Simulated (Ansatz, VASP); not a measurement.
## ZnCd5S6 in VASP and in Ansatz

```xyz
12
Lattice="4.1298 0.0000 0.0000 -2.0649 3.5765 0.0000 0.0000 0.0000 20.3304" Properties=species:S:1:pos:R:3 pbc="T T T"
Zn    2.0649    1.1922    6.7777
Cd    0.0000    2.3844   16.9507
Cd    2.0649    1.1922   13.4876
Cd    0.0000    2.3844    3.5492
Cd    0.0000    0.0000   10.0254
Cd    0.0000    0.0000    0.0846
S     0.0000    2.3844   19.5079
S     2.0649    1.1922    9.1300
S     2.0649    1.1922   16.0448
S     0.0000    2.3844    6.1161
S     0.0000    0.0000   12.5836
S     0.0000    0.0000    2.6421
```

Alike in both runs: functional PBE; k mesh 12 × 12 × 2; occupations gaussian, width 0.02 eV; no spin polarisation.

Ansatz relaxed the structure, and its values are those at the end. VASP's run is a single point on that final structure, the one shown.

```csv
,VASP,Ansatz
version,VASP 6.6.1,Ansatz 0.2.0
potentials or method,"VASP PAW PBE potentials, release 64 (Zn, Cd, S), cutoff 520 eV","scalar-relativistic, plane waves, PAW"
valence electrons in the cell,108,148
```

|  | VASP | Ansatz | Ansatz less VASP |
| --- | --- | --- | --- |
| gap on the k mesh at the Fermi level (eV) | 1.11 | 1.11 | -0.001 |
| least direct gap on the mesh (eV) | 1.11 | 1.11 | -0.001 |
| pressure (GPa) | 0.3 | 0.0 | -0.28 |
| rms of the force components (eV/Å) | 0.005 | 0.001 | -0.0038 |

VASP's potentials hold 108 valence electrons a cell and Ansatz's 148, so a difference there can come from the potentials and not from the codes.
